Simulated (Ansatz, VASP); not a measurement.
# LiF in VASP and in Ansatz

```
Li F
1.0
     0.00000    2.03400    2.03400
     2.03400    0.00000    2.03400
     2.03400    2.03400    0.00000
Li F
1 1
Direct
  0.50000 0.50000 0.50000
  0.00000 0.00000 0.00000
```

Change from the starting cell: the structure that the rattled cell fell into.

Alike in both runs: functional PBE; k mesh 10 × 10 × 10; occupations gaussian, width 0.02 eV; no spin polarisation.

Ansatz relaxed the structure, and its values are those at the end. VASP's run is a single point on that final structure, the one shown.

|  | VASP | Ansatz |
| --- | --- | --- |
| version | VASP 6.6.1 | Ansatz 0.2.0 |
| potentials or method | VASP PAW PBE potentials, release 64 (Li_sv, F), cutoff 520 eV | scalar-relativistic, plane waves, PAW |
| valence electrons in the cell | 10 | 10 |

```tsv
	VASP	Ansatz	Ansatz less VASP
gap on the k mesh at the Fermi level (eV)	8.83	8.83	+0.001
least direct gap on the mesh (eV)	8.83	8.83	+0.001
```

Noted on VASP's run: the cutoff is short for stress, so the pressure is rough.
